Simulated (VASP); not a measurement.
Write the native input for VASP 6.6.1 that does the following.

* Task: single point
* Functional: PBEsol
* Potentials or basis: VASP PAW PBE potentials, release 64 (Mg, O)
* Cutoff: 520 eV
* k mesh: 10 × 10 × 10
* Occupations: gaussian, width 0.05 eV
* Spin: no spin polarisation
* Dipole correction: no
* Further INCAR settings: ALGO = Normal; EDIFF = 1e-06; NBANDS = 11

The structure of MgO lies in POSCAR:

```
MgO
1.0
    0.0000000000      2.1351500000      2.1351500000
    2.1351500000      0.0000000000      2.1351500000
    2.1351500000      2.1351500000      0.0000000000
Mg O
1 1
Direct
    0.0000000000      0.0000000000      0.0000000000
    0.4824368311      0.4824368311      0.5175631689
```

This cell differs from its parent crystal: all O atoms moved +0.075 Å, as atom 2 towards its neighbour atom 1 (Mg) at 2.135 Å.

One way to write it, as run:

INCAR

```
SYSTEM = MgO
PREC = Accurate
ENCUT = 520
EDIFF = 1E-6
ISMEAR = 0
SIGMA = 0.05
LREAL = .False.
LASPH = .True.
NELM = 80
ALGO = Normal
ISIF = 2
LWAVE = .False.
LCHARG = .False.
GGA = PS
NBANDS = 11
```

KPOINTS

```
regular mesh
0
Gamma
  10 10 10
  0 0 0
```

Potentials or basis: VASP PAW PBE potentials, release 64 (Mg, O).

Run with:

```sh
$ cat potpaw_PBE.64/Mg/POTCAR potpaw_PBE.64/O/POTCAR > POTCAR
$ mpirun -np 1 vasp_std > vasp.out
```

Results of the run:

```json
{
  "Pressure": "-5.8 GPa",
  "Largest force": "0.345 eV/Å",
  "Band gap on the k mesh": "4.25 eV, direct"
}
```

Caveat: the cell differs from its parent crystal (all O atoms moved +0.075 Å, as atom 2 towards its neighbour atom 1 (Mg) at 2.135 Å); the PAW data sets were made with another functional, which shifts forces and pressure a little.

Run time: 21 s on 1 thread of Intel Xeon 8259CL, with other jobs on the host, peak memory 0.15 GiB.
